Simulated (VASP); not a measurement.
# PbI2 (P-3m1) in VASP: vibrations by perturbation theory with PBEsol

Aim: the vibrations by perturbation theory of PbI2 with PBEsol.

All numbers are computed with VASP 6.6.1; they aren't measurements. Logs are shortened: lines on timing, memory, paths and dates and some standing lists are left out, and cuts for length are marked.

### 1 The cell of the first run

Symmetry: P-3m1, No. 164, trigonal system. Conventional cell: a = 4.545 Å, b = 4.545 Å, c = 7.065 Å, α = 90.00°, β = 90.00°, γ = 120.00°. Within 4.2 Å of Pb (site symmetry -3m) lie 6 I at 3.22 Å. Within 4.3 Å of I (site symmetry 3m) lie 3 Pb at 3.22 Å and 3 I at 4.25 Å.

### 2 Vibrations by perturbation theory, PBEsol

File INCAR:

```
ALGO     = Normal         # electronic algorithm
EDIFF    = 1E-8           # SCF threshold, eV
ENCUT    = 500            # plane-wave cutoff, eV
GGA      = PS             # functional
GGA_COMPAT= F            
IBRION   = 8              # ionic algorithm
ISIF     = 2              # what is computed and relaxed
ISMEAR   = 0              # smearing method
LASPH    = T              # aspherical terms in the spheres
LCHARG   = F              # write CHGCAR
LREAL    = F              # projectors in reciprocal space
LWAVE    = F              # write WAVECAR
NELM     = 120            # most SCF steps
NSW      = 1              # ionic steps
PREC     = Accurate       # precision mode
SIGMA    = 0.05           # smearing width, eV
```

File KPOINTS:

```
k-points
0
Gamma
  9 9 4
```

File POSCAR:

```
PbI2
1.0
    4.5452125535      0.0000000000      0.0000000000
   -2.2726062768      3.9362695370      0.0000000000
    0.0000000000      0.0000000000      7.0651541109
Pb I
1 2
Direct
    0.0000000000      0.0000000000      0.0000000000
    0.3333333333      0.6666666667      0.2632513231
    0.6666666667      0.3333333333      0.7367486769
```

Potentials or basis: VASP PAW PBE potentials, release 64 (Pb_d, I).

On the command line:

```
$ cat potpaw_PBE.64/Pb_d/POTCAR potpaw_PBE.64/I/POTCAR > POTCAR
$ mpirun -np 1 vasp_std > vasp.out
```

OUTCAR:

```text
EDIFF = 1E-8
   ENCUT = 500
   GGA = PS
   IBRION = 8
   ISIF = 2
   ISMEAR = 0
   LASPH = T
   LREAL = F
   NELM = 120
   NSW = 1
   PREC = Accurate

 ion  position               nearest neighbor table
   1  0.000  0.000  0.000-   2 3.22   3 3.22   3 3.22   2 3.22   3 3.22   2 3.22
   2  0.333  0.667  0.263-   1 3.22   1 3.22   1 3.22
   3  0.667  0.333  0.737-   1 3.22   1 3.22   1 3.22

  LATTYP: Found a hexagonal cell.
 ALAT       =     4.5452125535
 C/A-ratio  =     1.5544166588

  Lattice vectors:

 A1 = (   4.5452125535,   0.0000000000,   0.0000000000)
 A2 = (  -2.2726062768,   3.9362695370,   0.0000000000)
 A3 = (   0.0000000000,   0.0000000000,   7.0651541109)

Analysis of symmetry for initial positions (statically):
=====================================================================
 Subroutine PRICEL returns:
 Original cell was already a primitive cell.

 Routine SETGRP: Setting up the symmetry group for a
 hexagonal supercell.

 Subroutine GETGRP returns: Found 12 space group operations
 (whereof 12 operations were pure point group operations)
 out of a pool of 24 trial point group operations.

The static configuration has the point symmetry D_3d.

Analysis of symmetry for dynamics (positions and initial velocities):
=====================================================================
 Subroutine PRICEL returns:
 Original cell was already a primitive cell.

 Routine SETGRP: Setting up the symmetry group for a
 hexagonal supercell.

 Subroutine GETGRP returns: Found 12 space group operations
 (whereof 12 operations were pure point group operations)
 out of a pool of 24 trial point group operations.

The dynamic configuration has the point symmetry D_3d.

 Subroutine INISYM returns: Found 12 space group operations
 (whereof 12 operations are pure point group operations),
 and found     1 'primitive' translations

----------------------------------------------------------------------------------------

                                     Primitive cell

  volume of cell :     126.4040

  direct lattice vectors                    reciprocal lattice vectors
     4.545212553  0.000000000  0.000000000     0.220011713  0.127023822  0.000000000
    -2.272606277  3.936269537  0.000000000     0.000000000  0.254047643  0.000000000
     0.000000000  0.000000000  7.065154111     0.000000000  0.000000000  0.141539729

  length of vectors
     4.545212553  4.545212554  7.065154111     0.254047643  0.254047643  0.141539729

  position of ions in fractional coordinates (direct lattice)
     0.000000000  0.000000000  0.000000000
     0.333333333  0.666666667  0.263251323
     0.666666667  0.333333333  0.736748677

  ion indices of the primitive-cell ions
   primitive index   ion index
                 1           1
                 2           2
                 3           3

----------------------------------------------------------------------------------------

 KPOINTS: k-points

Automatic generation of k-mesh.
 Grid dimensions read from file:
 generate k-points for:    9    9    4

 Generating k-lattice:

  Cartesian coordinates                     Fractional coordinates (reciprocal lattice)
     0.024445746  0.014113758  0.000000000     0.111111111  0.000000000  0.000000000
     0.000000000  0.028227516  0.000000000     0.000000000  0.111111111  0.000000000
     0.000000000  0.000000000  0.035384932     0.000000000  0.000000000  0.250000000

  Length of vectors
[... 86 lines left out ...]
 non-spin polarized calculation
 Gauss-broadening in eV      SIGMA  =   0.05
  energy-cutoff  :      500.00
  volume of cell :      126.40
 maximum number of plane-waves:      3224
 NGX is ok and might be reduce to    36
   NGX = 17   NGY = 17   NGZ = 25

--------------------------------------- Ionic step        1  -------------------------------------------

 number of electron      28.0000003 magnetization

 Free energy of the ion-electron system (eV)
  ---------------------------------------------------
  ext. energy  EPLUGINS =         0.00000000
  ---------------------------------------------------
  free energy    TOTEN  =        -9.33830574 eV

  energy without entropy =       -9.33830574  energy(sigma->0) =       -9.33830574

 E-fermi :   2.7178     XC(G=0):  -8.2722

 val. band max:        2.4664435530   @ k =   0.0000   0.0000   0.5000
 cond. band min:       4.6189340578   @ k =   0.0000   0.0000   0.5000
 fundamental gap:      2.1524905048
 Fermi energy:         2.7177971532

 k-point     1 :       0.0000    0.0000    0.0000
  band No.  band energies     occupation
      1     -13.5544      2.00000
      2     -13.5544      2.00000
      3     -13.5383      2.00000
      4     -13.5302      2.00000
      5     -13.5302      2.00000
      6      -9.7585      2.00000
[... 481 lines left out ...]
      5     -13.5229      2.00000
      6      -9.3556      2.00000
[... 10 lines left out ...]
     17       6.6628      0.00000
     18       8.6372      0.00000

 [... further k-points ...]
[... 5 lines left out ...]
  --------------------------------------------------------------------------------------
  -------------------------------------------------------------------------------------
  Total       -0.0213124     -0.0213124     -0.0020796      0.0000000      0.0000000     -0.0000000
  in kB       -0.2701364     -0.2701364     -0.0263584      0.0000000      0.0000000     -0.0000000
  external PRESSURE =      -0.1888771 kB  Pullay stress =       0.0000000 kB

 VOLUME and BASIS-vectors are now :
 -----------------------------------------------------------------------------
  energy-cutoff  :      500.00
  volume of cell :      126.40
      direct lattice vectors                 reciprocal lattice vectors
     4.545212553  0.000000000  0.000000000     0.220011713  0.127023822  0.000000000
    -2.272606277  3.936269537  0.000000000     0.000000000  0.254047643  0.000000000
     0.000000000  0.000000000  7.065154111     0.000000000  0.000000000  0.141539729

 POSITION                                       TOTAL-FORCE (eV/Angst)
 -----------------------------------------------------------------------------------
      0.00000      0.00000      0.00000        -0.000000      0.000000     -0.000000
     -0.00000      2.62418      1.85991         0.000000      0.000000      0.000902
      2.27261      1.31209      5.20524        -0.000000     -0.000000     -0.000902
 -----------------------------------------------------------------------------------
    total drift:                               -0.000000     -0.000000     -0.000000

  FREE ENERGIE OF THE ION-ELECTRON SYSTEM (eV)
  ---------------------------------------------------
  free  energy   TOTEN  =        -9.3383057409 eV

  energy  without entropy=       -9.3383057409  energy(sigma->0) =       -9.33830574

[... ionic steps 2 to 3 ...]

--------------------------------------- Ionic step        4  -------------------------------------------

------------------------ aborting loop because EDIFF is reached ----------------------------------------
[... 11 lines left out ...]
[... ionic steps 8 to 8 ...]

--------------------------------------- Ionic step        9  -------------------------------------------

 Free energy of the ion-electron system (eV)
  ---------------------------------------------------
  ---------------------------------------------------
  free energy    TOTEN  =        -0.09716613 eV

  energy without entropy =       -0.09716613

------------------------ aborting loop because EDIFF is reached ----------------------------------------

 INTERNAL STRAIN TENSOR  FOR ION    2  DIRECTION 3   (eV/Angst):
 -----------------------------------------------------------------------------
    -4.55526  0.00000 -0.00000
     0.00000 -4.55526  0.00000
    -0.00000  0.00000 -6.03712

 INTERNAL STRAIN TENSOR FOR ION    3 for displacements in x,y,z  (eV/Angst):
          X           Y           Z          XY          YZ          ZX
  --------------------------------------------------------------------------------
  x     0.00000    -0.00000     0.00000    -2.65536    -0.00000     4.42416
  y    -2.65536     2.65536     0.00000    -0.00000     4.73736    -0.00000
  z     4.55526     4.55526     6.03712    -0.00000     0.00000     0.00000

 SECOND DERIVATIVES (NOT SYMMETRIZED)
 ------------------------------------
               1X          1Y          1Z          2X          2Y          2Z          3X          3Y          3Z
  1X    -1.638769    0.000000    0.000000    0.819384   -0.000000    0.000000    0.819384   -0.000000    0.000000
  1Y     0.000000   -1.638769    0.000000   -0.000000    0.819384    0.000000   -0.000000    0.819384    0.000000
  1Z     0.000000    0.000000   -5.353700   -0.000000   -0.000000    2.676850    0.000000   -0.000000    2.676850
  2X     0.818944   -0.000000   -0.000000   -1.772096    0.000000   -0.000000    0.953152   -0.000000    0.000000
  2Y    -0.000000    0.818944    0.000000    0.000000   -1.772096    0.000000   -0.000000    0.953152    0.000000
  2Z     0.000000    0.000000    2.684541    0.000000   -0.000000   -3.238880   -0.000000    0.000000    0.554339
  3X     0.818944   -0.000000   -0.000000    0.953152   -0.000000    0.000000   -1.772096    0.000000   -0.000000
  3Y    -0.000000    0.818944    0.000000   -0.000000    0.953152    0.000000    0.000000   -1.772096    0.000000
  3Z     0.000000    0.000000    2.684541   -0.000000    0.000000    0.554339    0.000000   -0.000000   -3.238880

 Eigenvectors and eigenvalues of the dynamical matrix
 ----------------------------------------------------

   1 f  =    3.388947 THz    21.293382 2PiTHz  113.043103 cm-1    14.015552 meV
             X         Y         Z           dx          dy          dz
      0.000000  0.000000  0.000000     0.000000    0.000000   -0.741512
     -0.000000  2.624180  1.859911     0.000000    0.000000    0.474426
      2.272606  1.312090  5.205243    -0.000000   -0.000000    0.474426
[... 43 lines left out ...]
   9 f/i=    0.002419 THz     0.015196 2PiTHz    0.080673 cm-1     0.010002 meV
             X         Y         Z           dx          dy          dz
      0.000000  0.000000  0.000000     0.000000   -0.000000    0.670940
     -0.000000  2.624180  1.859911     0.000000   -0.000000    0.524328
      2.272606  1.312090  5.205243     0.000000   -0.000000    0.524328

--------------------------------------------------------------------------------------------------------

 ELASTIC MODULI CONTR FROM IONIC RELAXATION (kBar)
 Direction    XX          YY          ZZ          XY          YZ          ZX
 --------------------------------------------------------------------------------
 XX        -204.2628    -73.0877   -183.7872      0.0000    117.0130     -0.0000
 YY         -73.0877   -204.2628   -183.7872      0.0000   -117.0130      0.0000
 ZZ        -183.7872   -183.7872   -243.5743      0.0000     -0.0000     -0.0000
 XY           0.0000      0.0000      0.0000    -65.5875      0.0000    109.2770
 YZ         117.0130   -117.0130     -0.0000      0.0000   -208.7598      0.0000
 ZX          -0.0000      0.0000     -0.0000    109.2770      0.0000   -182.0689
 --------------------------------------------------------------------------------
```

It took 18 min on 1 thread of Oxide Virtual Turin-like, shared host; peak memory 0.84 GiB.

Results:

| Item | Value |
| --- | --- |
| Highest phonon frequency at Γ, LO-TO splitting left out | 113 cm⁻¹ |

Phonon frequencies in cm⁻¹ (negative: imaginary):
```csv
q point,frequencies
"(0.000, 0.000, 0.000)",0 0 0 62 62 76 76 90 113
```

Caveat: the PAW data sets were made with another functional, which shifts forces and pressure a little; spin-orbit coupling is left out, which moves the levels of the heavy elements; this functional lacks dispersion, which binds layers or chains, so the pressure and a relaxed spacing across them are unreliable.
